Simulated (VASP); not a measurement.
Here is a VASP 6.6.1 calculation.

The input INCAR:

```
PREC = Accurate
ENCUT = 520
EDIFF = 1E-7
ISMEAR = 0
SIGMA = 0.1
LREAL = F
LASPH = T
NELM = 60
ALGO = Fast
ISIF = 2
LWAVE = F
LCHARG = F
GGA = PE
NBANDS = 20
```

Contents of KPOINTS:

```
Automatic mesh
0
Gamma
  18 18 8
```

File POSCAR:

```
Zr2B
1.0
    3.4282035124      0.0000000000      0.0000000000
   -1.7141017562      2.9689113311      0.0000000000
    0.0000000000      0.0000000000      5.5707993330
Zr B
2 1
Direct
    0.3333333333      0.6666666667      0.2349001354
    0.6666666667      0.3333333333      0.7650998646
    0.0000000000      0.0000000000      0.0000000000
```

Potentials or basis: VASP PAW PBE potentials, release 64 (Zr_sv, B).

Command:

```console
$ cat potpaw_PBE.64/Zr_sv/POTCAR potpaw_PBE.64/B/POTCAR > POTCAR
$ mpirun -np 1 vasp_std > vasp.out
```

What does it give for the band gap on the k mesh?

Zero (an odd number of electrons rules out a gap without spin polarisation).

Predict the largest force.

0.012 eV/Å.

Estimate the pressure.

0.1 GPa.

Forces on the atoms (eV/Å):
```
Zr   0.000  0.000  0.012
Zr   0.000  0.000 -0.012
B    0.000  0.000  0.000
```
